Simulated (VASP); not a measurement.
# Si16N (a cell with a defect) in VASP: a series of runs

Runs on Si16N (a cell with a defect). Level: PBEsol. Tasks: single point.

Program: VASP 6.6.1. These are calculated values, not measurements. Logs are shortened: lines on timing, memory, paths and dates and some standing lists are left out, and cuts for length are marked.

## (1) The cell of the first run

The cell holds a defect, 17 atoms: a = 7.679 Å, b = 7.679 Å, c = 7.679 Å, α = 60.00°, β = 60.00°, γ = 60.00°.

## (2) Single point, PBEsol, collinear spin, zero start

INCAR reads:

```
SYSTEM = Si16N
PREC = Accurate ; ENCUT = 520
EDIFF = 1E-7 ; ISMEAR = 0
SIGMA = 0.02 ; LREAL = Auto
LASPH = .TRUE. ; NELM = 150
ALGO = Normal ; ISIF = 2
LWAVE = .FALSE. ; LCHARG = .FALSE.
ISPIN = 2 ; MAGMOM = 0 0 0 0 0 0 0 0 0 0 0 0 0 0 0 0 0
LORBIT = 11 ; GGA = PS
NBANDS = 52
```

KPOINTS reads:

```
Automatic mesh
0
G
  1 1 1
  0 0 0
```

POSCAR reads:

```
Si16N
1.0
    0.0000000000      5.4300000000      5.4300000000
    5.4300000000      0.0000000000      5.4300000000
    5.4300000000      5.4300000000      0.0000000000
Si N
16 1
Direct
    0.0113889503     -0.0141664825     -0.0114151013
    0.1079147330      0.1224476980      0.1292128913
   -0.0156055249     -0.0342837937      0.5001889503
    0.1536141805      0.0819664825      0.6150517495
    0.0010976059      0.4963559853     -0.0060138122
    0.1328837937      0.6100769797      0.1225307551
    0.0163864641      0.4583376611      0.4963151934
    0.1293107735      0.5951463168      0.6216973297
    0.4773061694      0.0173639963      0.0360757827
    0.6391703499      0.1235106814      0.1351607735
    0.5460916206     -0.0399748619      0.5003656538
    0.6235433702      0.1800807551      0.6748807551
    0.5067653775      0.4976662983     -0.0111289134
    0.6283390424      0.6469340700      0.0916333333
    0.4941269797      0.5194238490      0.4652936464
    0.6415790055      0.5900086556      0.6150125230
    0.7115488950      0.9694837017      0.5912242173
```

Potentials or basis: VASP PAW PBE potentials, release 64 (Si, N).

Command:

```
$ cat potpaw_PBE.64/Si/POTCAR potpaw_PBE.64/N/POTCAR > POTCAR
$ mpirun -np 1 vasp_gam > vasp.out
```

OUTCAR:

```text
SYSTEM = Si16N
   PREC = Accurate
   ENCUT = 520
   EDIFF = 1E-7
   ISMEAR = 0
   LREAL = Auto
   LASPH = .TRUE.
   NELM = 150
   ISIF = 2
   ISPIN = 2
   LORBIT = 11
   GGA = PS

 ion  position               nearest neighbor table
   1  0.011  0.986  0.989-  10 2.35   4 2.35   2 2.35   6 2.36
   2  0.108  0.122  0.129-   9 2.34   3 2.34   5 2.35   1 2.35
   3  0.984  0.966  0.500-  17 1.84   8 2.33   2 2.34  12 2.47   4 2.52
   4  0.154  0.082  0.615-   1 2.35   7 2.36  11 2.47   3 2.52
   5  0.001  0.496  0.994-   8 2.34  14 2.35   6 2.35   2 2.35
   6  0.133  0.610  0.123-  13 2.35   5 2.35   7 2.35   1 2.36
   7  0.016  0.458  0.496-  16 2.35   6 2.35   8 2.35   4 2.36
   8  0.129  0.595  0.622-  15 2.31   3 2.33   5 2.34   7 2.35
   9  0.477  0.017  0.036-  12 2.31  10 2.32   2 2.34  14 2.37
  10  0.639  0.124  0.135-  11 2.31   9 2.32   1 2.35  13 2.35
  11  0.546  0.960  0.500-  17 1.77  10 2.31  16 2.33   4 2.47  12 3.01
  12  0.624  0.180  0.675-  17 1.73  15 2.28   9 2.31   3 2.47  16 3.01  11 3.01
  13  0.507  0.498  0.989-   6 2.35  14 2.35  16 2.35  10 2.35
  14  0.628  0.647  0.092-  15 2.34   5 2.35  13 2.35   9 2.37
  15  0.494  0.519  0.465-  12 2.28   8 2.31  16 2.33  14 2.34
  16  0.642  0.590  0.615-  15 2.33  11 2.33   7 2.35  13 2.35  12 3.01
  17  0.712  0.969  0.591-  12 1.73  11 1.77   3 1.84

  LATTYP: Found a face centered cubic cell.
 ALAT       =    10.8600000000

  Lattice vectors:

 A1 = (   0.0000000000,   5.4300000000,   5.4300000000)
 A2 = (   5.4300000000,   0.0000000000,   5.4300000000)
 A3 = (   5.4300000000,   5.4300000000,   0.0000000000)

Analysis of symmetry for initial positions (statically):
=====================================================================
 Subroutine PRICEL returns:
 Original cell was already a primitive cell.

 Routine SETGRP: Setting up the symmetry group for a
 face centered cubic supercell.

 Subroutine GETGRP returns: Found  1 space group operations
 (whereof  1 operations were pure point group operations)
 out of a pool of 48 trial point group operations.

The static configuration has the point symmetry C_1 .

Analysis of symmetry for dynamics (positions and initial velocities):
=====================================================================
 Subroutine PRICEL returns:
 Original cell was already a primitive cell.

 Routine SETGRP: Setting up the symmetry group for a
 face centered cubic supercell.

 Subroutine GETGRP returns: Found  1 space group operations
 (whereof  1 operations were pure point group operations)
 out of a pool of 48 trial point group operations.

The dynamic configuration has the point symmetry C_1 .

Analysis of structural, dynamic, and magnetic symmetry:
=====================================================================
 Subroutine PRICEL returns:
 Original cell was already a primitive cell.

 Routine SETGRP: Setting up the symmetry group for a
 face centered cubic supercell.

 Subroutine GETGRP returns: Found  1 space group operations
 (whereof  1 operations were pure point group operations)
 out of a pool of 48 trial point group operations.

The overall configuration has the point symmetry C_1 .

 Subroutine INISYM returns: Found  1 space group operations
 (whereof  1 operations are pure point group operations),
 and found     1 'primitive' translations

----------------------------------------------------------------------------------------

                                     Primitive cell

  volume of cell :     320.2060

  direct lattice vectors                    reciprocal lattice vectors
     0.000000000  5.430000000  5.430000000    -0.092081031  0.092081031  0.092081031
     5.430000000  0.000000000  5.430000000     0.092081031 -0.092081031  0.092081031
     5.430000000  5.430000000  0.000000000     0.092081031  0.092081031 -0.092081031

  length of vectors
     7.679179644  7.679179644  7.679179644     0.159489025  0.159489025  0.159489025

  position of ions in fractional coordinates (direct lattice)
     0.011388950  0.985833517  0.988584899
     0.107914733  0.122447698  0.129212891
[... 68 lines left out ...]
   dimension x,y,z NGX =    60 NGY =   60 NGZ =   60
   dimension x,y,z NGXF=   120 NGYF=  120 NGZF=  120
   ions per type =              16   1
   NGX,Y,Z   is equivalent  to a cutoff of  12.99, 12.99, 12.99 a.u.
   NGXF,Y,Z  is equivalent  to a cutoff of  25.98, 25.98, 25.98 a.u.
 SYSTEM =  Si16N
   PREC   = accura    normal or accurate (medium, high low for compatibility)
   ISTART =      0    job   : 0-new  1-cont  2-samecut
   ICHARG =      2    charge: 1-file 2-atom 10-const
   ISPIN  =      2    spin polarized calculation?
   LNONCOLLINEAR =      F non collinear calculations
   LSORBIT =      F    spin-orbit coupling
   LASPH  =      T    aspherical Exc in radial PAW
   ENCUT  =  520.0 eV  38.22 Ry    6.18 a.u.  14.28 14.28 14.28*2*pi/ulx,y,z
   NELM   =    150;   NELMIN=  2; NELMDL= -5     # of ELM steps
   EDIFF  = 0.1E-06   stopping-criterion for ELM
   LREAL  =      T    real-space projection
   EDIFFG = 0.1E-05   stopping-criterion for IOM
   NSW    =      0    number of steps for IOM
   IBRION =     -1    ionic relax: 0-MD 1-quasi-New 2-CG
   NFREE  =      0    steps in history (QN), initial steepest desc. (CG)
   ISIF   =      2    stress and relaxation
   ISYM   =      2    0-nonsym 1-usesym 2-fastsym
   POTIM  = 0.5000    time-step for ionic-motion
   TEBEG  =    0.0;   TEEND  =   0.0 temperature during run
   PSTRESS=    0.0 pullay stress
   NELECT =      69.0000    total number of electrons
   NUPDOWN=      -1.0000    fix difference up-down
   EMIN   =  10.00;   EMAX   =-10.00  energy-range for DOS
   EFERMI =   0.00;   METHOD = LEGACY
   ISMEAR =     0;   SIGMA  =   0.02  broadening in eV -4-tet -1-fermi 0-gaus
   EFERMI_NEDOS =   21; number of points for ismear=-14 and -15
   IALGO  =     38    algorithm
   IMIX   =      4    mixing-type and parameters
     AMIX     =   0.40;   BMIX     =  1.00
     AMIX_MAG =   1.60;   BMIX_MAG =  1.00
  volume/ion in A,a.u.               =      18.84       127.11
  Fermi-wavevector in a.u.,A,eV,Ry     =   0.981480  1.854728 13.106528  0.963303
  Thomas-Fermi vector in A             =   2.112490
   LORBIT       =     11    0 simple, 1 ext, 2 COOP (PROOUT), +10 PAW based schemes
   GGA     = PS    functional components
   LHFCALC =     F    Hartree Fock is set to
   AEXX    =    0.0000 exact exchange contribution
   IVDW    =     0    specifies the selected vdW correction
   LEPSILON=     F    determine dielectric tensor
   LRPA    =     F    only Hartree local field effects (RPA)
 spin polarized calculation
 Gauss-broadening in eV      SIGMA  =   0.02
  energy-cutoff  :      520.00
  volume of cell :      320.21
 maximum number of plane-waves:      4305
 NGX is ok and might be reduce to    60
   NGX = 29   NGY = 29   NGZ = 29

 number of electron      69.0000000 magnetization       0.0000000

 number of electron      69.0000000 magnetization      -0.9991280

 Free energy of the ion-electron system (eV)
  ---------------------------------------------------
  ext. energy  EPLUGINS =         0.00000000
  ---------------------------------------------------
  free energy    TOTEN  =       -83.58088588 eV

  energy without entropy =      -83.58019804  energy(sigma->0) =      -83.58054196

 E-fermi :   5.9893     XC(G=0):  -9.6350

 val. band max:        5.9558355685   @ k =   0.0000   0.0000   0.0000
 cond. band min:       6.0227392786   @ k =   0.0000   0.0000   0.0000
 fundamental gap:      0.0669037101
 Fermi energy:         5.9892874308

 spin component 1

 k-point     1 :       0.0000    0.0000    0.0000
  band No.  band energies     occupation
      1     -10.3638      1.00000
      2      -5.6457      1.00000
      3      -3.9733      1.00000
      4      -3.6541      1.00000
      5      -3.6214      1.00000
      6      -3.0171      1.00000
[... 38 lines left out ...]
     45       8.3861      0.00000
     46       8.5342      0.00000
 Fermi energy:         5.9892874308

 spin component 2

 k-point     1 :       0.0000    0.0000    0.0000
  band No.  band energies     occupation
      1     -10.3890      1.00000
      2      -5.7097      1.00000
      3      -4.0498      1.00000
      4      -3.7279      1.00000
      5      -3.6782      1.00000
      6      -3.0716      1.00000
[... 38 lines left out ...]
     45       8.3438      0.00000
     46       8.4785      0.00000
 [bands above 46 left out]

------------------------ aborting loop because EDIFF is reached ----------------------------------------

  FORCE on cell =-STRESS in cart. coord.  units (eV):
  Direction    XX          YY          ZZ          XY          YZ          ZX
  --------------------------------------------------------------------------------------
  -------------------------------------------------------------------------------------
  Total       16.3418498      8.7515808      7.5415565      0.2542970     -0.1197809     -0.8112422
  in kB       81.7677998     43.7892598     37.7348032      1.2723960     -0.5993336     -4.0591175
  external PRESSURE =      54.4306209 kB  Pullay stress =       0.0000000 kB

 VOLUME and BASIS-vectors are now :
 -----------------------------------------------------------------------------
  energy-cutoff  :      520.00
  volume of cell :      320.21
      direct lattice vectors                 reciprocal lattice vectors
     0.000000000  5.430000000  5.430000000    -0.092081031  0.092081031  0.092081031
     5.430000000  0.000000000  5.430000000     0.092081031 -0.092081031  0.092081031
     5.430000000  5.430000000  0.000000000     0.092081031  0.092081031 -0.092081031

 POSITION                                       TOTAL-FORCE (eV/Angst)
 -----------------------------------------------------------------------------------
     10.72109      5.42986      5.41492         0.994300     -0.168190      0.147930
      1.36652      1.28760      1.25087        -0.447350      0.158597     -0.728801
      7.95987      8.06129     10.58910         0.664769      0.015662      0.018072
      3.78481      4.17386      1.27920        -1.307183      0.177706     -0.541765
      8.09256      5.40330      2.70117         0.371379     -0.224423      0.318190
      3.97806      1.38690      4.03428        -0.699261      0.389561     -0.082266
[... 9 lines left out ...]
      6.54326      6.82329      6.68752        -0.680785      1.190062     -0.487414
      8.47464      7.07406      9.12801        -0.598228     -0.189561      0.159717
 -----------------------------------------------------------------------------------
    total drift:                                0.004910     -0.003449     -0.007822

  FREE ENERGIE OF THE ION-ELECTRON SYSTEM (eV)
  ---------------------------------------------------
  free  energy   TOTEN  =       -83.5808858840 eV

  energy  without entropy=      -83.5801980422  energy(sigma->0) =      -83.58054196

 total charge

# of ion       s       p       d       tot
------------------------------------------
    1        0.668   1.037   0.000   1.706
    2        0.680   1.029   0.000   1.709
    3        0.679   0.927   0.000   1.607
    4        0.710   0.942   0.000   1.652
    5        0.677   1.031   0.000   1.708
    6        0.664   1.045   0.000   1.709
[... 9 lines left out ...]
   16        0.677   1.021   0.000   1.698
   17        1.269   2.540   0.000   3.808
--------------------------------------------------
tot         12.281  18.615   0.000  30.896

 magnetization (x)

# of ion       s       p       d       tot
------------------------------------------
    1       -0.000  -0.022   0.000  -0.023
    2       -0.001  -0.032   0.000  -0.033
    3       -0.001  -0.026   0.000  -0.027
    4       -0.004  -0.046   0.000  -0.050
    5       -0.000  -0.024   0.000  -0.025
    6       -0.001  -0.033   0.000  -0.033
[... 9 lines left out ...]
   16       -0.001  -0.030   0.000  -0.031
   17       -0.003  -0.010   0.000  -0.012
--------------------------------------------------
tot         -0.028  -0.417   0.000  -0.445
```

It took 2.2 min on 1 thread of AMD EPYC 9R14 (Zen 4), shared host; peak memory 0.57 GiB.

What came out:

| Property | Result |
| --- | --- |
| Free energy | -83.5809 eV |
| Pressure | 5.4 GPa |
| Largest force | 1.633 eV/Å |
| Band gap on the k mesh | 0.07 eV |
| Net moment | -1.00 μB per cell |
| Site moments | Si -0.02, -0.03, -0.05, -0.01; N -0.01 μB |
| Valence electrons inside the program's atomic spheres | Si 1.71, 1.61, 1.65, 1.70, 1.67, 1.69, 1.74; N 3.81 |

Forces on the atoms (eV/Å):
```
Si   0.994 -0.168  0.148
Si  -0.447  0.159 -0.729
Si   0.665  0.016  0.018
Si  -1.307  0.178 -0.542
Si   0.371 -0.224  0.318
Si  -0.699  0.390 -0.082
Si   1.086 -0.428  0.077
Si  -0.600 -0.329  0.075
Si   0.142 -0.360 -0.022
Si  -0.650  0.077  0.381
Si   0.144 -0.165 -0.232
Si   1.088  0.629  1.043
Si   0.474 -0.319  0.344
Si  -0.256 -0.254 -0.019
Si   0.274 -0.201 -0.450
Si  -0.681  1.190 -0.487
N   -0.598 -0.190  0.160
```

Stress tensor (GPa, compression positive):
```
 8.18  0.13 -0.41
 0.13  4.38 -0.06
-0.41 -0.06  3.77
```

Caveat: the k points lie up to 1.00 Å⁻¹ apart; the PAW data sets were made with another functional, which shifts forces and pressure a little.

## (3) Single point, PBEsol, collinear spin, zero start

INCAR reads:

```
PREC = Accurate ; ENCUT = 520
EDIFF = 1E-6 ; ISMEAR = 0
SIGMA = 0.02 ; LREAL = Auto
LASPH = True ; NELM = 150
ALGO = Normal ; ISIF = 2
LWAVE = False ; LCHARG = False
ISPIN = 2 ; MAGMOM = 0 0 0 0 0 0 0 0 0 0 0 0 0 0 0 0 0
LORBIT = 11 ; GGA = PS
NBANDS = 52
```

KPOINTS reads:

```
regular mesh
0
Gamma
  1 1 1
```

POSCAR reads:

```
Si16N
1.0
    0.0000000000      5.4300000000      5.4300000000
    5.4300000000      0.0000000000      5.4300000000
    5.4300000000      5.4300000000      0.0000000000
Si N
16 1
Direct
   -0.0810800184      0.0465190608      0.0136175875
    0.0847900552      0.2126655617      0.0447609576
    0.1059118785     -0.0663831492      0.3755269797
    0.2581567219      0.0980368324      0.4613946593
   -0.0980526703      0.5626576427      0.0335073665
    0.0176876611      0.6817878453      0.1710906077
    0.0828206262      0.3079961326      0.6893473297
    0.0975894107      0.6081720994      0.6768884899
    0.4545795580      0.0547464088     -0.0481217311
    0.5396503683      0.1598964088      0.1357361878
    0.7281772560     -0.1073430018      0.3974387661
    0.6666193370      0.1917117864      0.6016165746
    0.3753715470      0.5134488950      0.1014428177
    0.5302103131      0.6870197053      0.1353902394
    0.4658738490      0.5432278085      0.4958878453
    0.7623872007      0.2911102210      0.7693483425
    0.8171680479      1.0333686004      0.4463989871
```

Potentials or basis: VASP PAW PBE potentials, release 64 (Si, N).

Command:

```
$ cat potpaw_PBE.64/Si/POTCAR potpaw_PBE.64/N/POTCAR > POTCAR
$ mpirun -np 1 vasp_gam > vasp.out
```

It took 82 s on 1 thread of AMD EPYC 9R14 (Zen 4), shared host; peak memory 0.56 GiB.

Results (log left out):

```
Free energy                                           : -88.2451 eV
Pressure                                              : 6.7 GPa
Largest force                                         : 0.658 eV/Å
Band gap on the k mesh                                : 0.38 eV
Net moment                                            : -1.00 μB per cell
Site moments                                          : Si -0.04, -0.01, +0.00, -0.00, -0.02, -0.09, +0.01; N -0.02 μB
Valence electrons inside the program's atomic spheres : Si 1.71, 1.70, 1.64, 1.59, 1.68, 1.69, 1.60, 1.66; N 3.84
```

Forces in eV/Å, atoms in the order of the input:
```
Si  -0.064  0.058  0.269
Si  -0.146 -0.048 -0.030
Si   0.086  0.170  0.159
Si  -0.269 -0.158  0.182
Si   0.073  0.042 -0.057
Si   0.151  0.096 -0.020
Si   0.144  0.016 -0.001
Si  -0.059  0.050  0.099
Si  -0.074 -0.073 -0.092
Si  -0.086 -0.108 -0.019
Si   0.194 -0.226  0.045
Si   0.058  0.010 -0.084
Si   0.594  0.224 -0.174
Si  -0.116 -0.071 -0.060
Si   0.066  0.007 -0.092
Si  -0.228 -0.065  0.039
N   -0.324  0.077 -0.166
```

Stress tensor (GPa, compression positive):
```
 4.03 -1.44 -2.58
-1.44  6.40 -2.71
-2.58 -2.71  9.63
```

Levels at points of the mesh, in eV from the valence-band top:
Spin up:
```tsv
k point	band 30	band 31	band 32	band 33	band 34	band 35	band 36	band 37	band 38	band 39
(0.00, 0.00, 0.00)	-1.17	-1.12	-1.02	-0.76	-0.48	0.38	0.56	0.79	1.07	1.22
```
Spin down:
```csv
k point,band 33,band 34,band 35,band 36,band 37,band 38
"(0.00, 0.00, 0.00)",-0.82,-0.52,0.00,0.46,0.72,1.00
```

Caveat: the k points lie up to 1.00 Å⁻¹ apart; the PAW data sets were made with another functional, which shifts forces and pressure a little.

## (4) Single point, PBEsol, collinear spin, zero start

INCAR reads:

```
PREC = Accurate
ENCUT = 520
EDIFF = 1E-6
ISMEAR = 0
SIGMA = 0.02
LREAL = Auto
LASPH = T
NELM = 150
ALGO = Normal
ISIF = 2
LWAVE = F
LCHARG = F
ISPIN = 2
MAGMOM = 0 0 0 0 0 0 0 0 0 0 0 0 0 0 0 0 0
LORBIT = 11
GGA = PS
NBANDS = 52
```

KPOINTS reads:

```
Automatic mesh
0
Gamma
  1 1 1
```

POSCAR reads:

```
Si16N
1.0
    0.0000000000      5.4300000000      5.4300000000
    5.4300000000      0.0000000000      5.4300000000
    5.4300000000      5.4300000000      0.0000000000
Si N
16 1
Direct
    0.0322581952     -0.0273488029     -0.0329368324
    0.0964788214      0.1649263352      0.0884482505
   -0.1339106814      0.0266195212      0.4194987109
    0.2876965009      0.0188911602      0.6351532228
   -0.0785675875      0.5190189687     -0.0677436464
   -0.0208634438      0.6370813076      0.1961201657
    0.1453750460      0.3967142726      0.4812096685
    0.0836654696      0.6719245856      0.5705750460
    0.4750040516      0.0672953959      0.0003066298
    0.6462676796      0.1615500000      0.1006794659
    0.6407290055     -0.2481982505      0.5061752302
    0.6685782689      0.2539651934      0.6562322284
    0.4244252302      0.4601615101      0.1920902394
    0.5796498158      0.6909400552      0.1086347145
    0.4568711786      0.6021185083      0.4830671271
    0.8037988950      0.4312394107      0.7552257827
    0.7028039595      0.9899997238      0.3437229282
```

Command:

```
$ cat potpaw_PBE.64/Si/POTCAR potpaw_PBE.64/N/POTCAR > POTCAR
$ mpirun -np 1 vasp_gam > vasp.out
```

Run time: 69 s. Hardware: 1 thread of AMD EPYC 9R14 (Zen 4), shared host; peak memory 0.56 GiB.

Results (log left out):

* Free energy: -88.8181 eV
* Pressure: 3.9 GPa
* Largest force: 0.902 eV/Å
* Band gap on the k mesh: 0.27 eV
* Net moment: -1.00 μB per cell
* Site moments: Si -0.02, -0.03, -0.01, +0.00, -0.04, -0.06, -0.08; N -0.02 μB
* Valence electrons inside the program's atomic spheres: Si 1.67, 1.66, 1.63, 1.70, 1.59, 1.73, 1.68, 1.71, 1.62; N 3.81

Forces in eV/Å, atoms in the order of the input:
```
Si   0.309 -0.218 -0.288
Si  -0.162 -0.104  0.164
Si  -0.184  0.066 -0.274
Si  -0.192  0.442  0.223
Si  -0.575 -0.288 -0.633
Si   0.810  0.000 -0.230
Si   0.224  0.046 -0.267
Si  -0.048  0.027  0.097
Si  -0.010 -0.080 -0.099
Si   0.059  0.352 -0.085
Si  -0.229  0.067  0.120
Si  -0.040 -0.445 -0.040
Si  -0.360  0.164  0.689
Si   0.414 -0.004 -0.197
Si  -0.242 -0.083  0.049
Si   0.006 -0.002  0.158
N    0.222  0.061  0.614
```

Stress tensor (GPa, compression positive):
```
 3.06  0.43 -2.72
 0.43  3.66 -1.44
-2.72 -1.44  4.85
```

Levels at points of the mesh, in eV from the valence-band top:
Spin up:
```tsv
k point	band 30	band 31	band 32	band 33	band 34	band 35	band 36	band 37	band 38	band 39
(0.00, 0.00, 0.00)	-1.29	-1.00	-0.86	-0.58	-0.49	0.27	0.65	0.99	1.09	1.11
```
Spin down:
```
           k point  band 32  band 33  band 34  band 35  band 36  band 37  band 38  band 39
(0.00, 0.00, 0.00)    -0.93    -0.64    -0.56     0.00     0.55     0.92     1.03     1.06
```

Caveat: the k points lie up to 1.00 Å⁻¹ apart; the PAW data sets were made with another functional, which shifts forces and pressure a little.

(Part 1 of 2 ends here.)
